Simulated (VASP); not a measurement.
Wanted: the native input for a VASP 6.6.1 run.

```yaml
Task: single point
Functional: PBE
Potentials_or_basis: VASP PAW PBE potentials, release 64 (Re_sv_GW, Sb_d_GW, P)
Cutoff: 500 eV
k_mesh: 6 × 6 × 4
Occupations: gaussian, width 0.1 eV
Spin: no spin polarisation
Dipole_correction: no
Second_run: valence_matched
Further_INCAR_settings: ALGO = Normal; EDIFF = 1e-06; NBANDS = 24
```

The structure of ReSbP lies in POSCAR:

```
ReSbP
1.0
    4.1157062900      0.0000000000      0.0000000000
   -2.0578531400      3.5643062000      0.0000000000
    0.0000000000      0.0000000000      4.5342428700
Re Sb P
1 1 1
Direct
    0.0000000000      0.0000000000      0.5000000000
    0.6666666700      0.3333333300      0.0000000000
    0.3333333300      0.6666666700      0.5000000000
```

One way to write it, as run:

INCAR

```
ALGO = Normal ; EDIFF = 1E-6
ENCUT = 500 ; GGA = PE
GGA_COMPAT = F ; ISIF = 2
ISMEAR = 0 ; LASPH = T
LCHARG = T ; LELF = T
LREAL = F ; LVHAR = T
LWAVE = F ; NBANDS = 24
NELM = 120 ; PREC = Accurate
SIGMA = 0.1
```

KPOINTS

```
k-points
0
Gamma
  6 6 4
```

Potentials or basis: VASP PAW PBE potentials, release 64 (Re_sv_GW, Sb_d_GW, P).

Launch:

```console
$ cat potpaw_PBE.64/Re_sv_GW/POTCAR potpaw_PBE.64/Sb_d_GW/POTCAR potpaw_PBE.64/P/POTCAR > POTCAR
$ mpirun -np 1 vasp_std > vasp.out
```

Results of the run:

The pressure is -11.1 GPa.

It took 64 s on 1 thread of AMD EPYC 7R43 64-Core Processor (Zen 3) (shared host), peak memory 0.16 GiB.
